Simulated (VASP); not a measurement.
Wanted: the native input for a VASP 6.6.1 run.

```yaml
Task: single point
Functional: LDA
Potentials_or_basis: VASP PAW LDA potentials, release 64 (Cd, Se)
Cutoff: 500 eV
k_mesh: 5 × 5 × 5
Occupations: gaussian, width 0.01 eV
Spin: no spin polarisation
Dipole_correction: no
Further_INCAR_settings: ALGO = Normal; EDIFF = 1e-06; NBANDS = 16
```

The structure of CdSe lies in POSCAR:

```
CdSe
1.0
    0.0000000000      3.1206122588      3.1206122588
    3.1206122588      0.0000000000      3.1206122588
    3.1206122588      3.1206122588      0.0000000000
Cd Se
1 1
Direct
    0.0000000000      0.0000000000      0.0000000000
    0.7500000000      0.7500000000      0.7500000000
```

The input as run:

INCAR

```
SYSTEM = CdSe
PREC = Accurate
ENCUT = 500
EDIFF = 1E-6
ISMEAR = 0
SIGMA = 0.01
LREAL = .False.
LASPH = .True.
NELM = 120
ALGO = Normal
ISIF = 2
LWAVE = .False.
LCHARG = .False.
GGA = CA
NBANDS = 16
GGA_COMPAT = .False.
```

KPOINTS

```
Automatic mesh
0
Gamma
  5 5 5
  0 0 0
```

Potentials or basis: VASP PAW LDA potentials, release 64 (Cd, Se).

Run with:

```sh
$ cat potpaw_LDA.64/Cd/POTCAR potpaw_LDA.64/Se/POTCAR > POTCAR
$ mpirun -np 1 vasp_std > vasp.out
```

Results of the run:

```yaml
Pressure: -4.7 GPa
Band_gap_on_the_k_mesh: 0.20 eV, direct
```

Wall time 7.9 s on 1 thread of Intel(R) Xeon(R) Platinum 8259CL CPU @ 2.50GHz (Skylake/Cascade Lake) (shared host), peak memory 0.15 GiB.
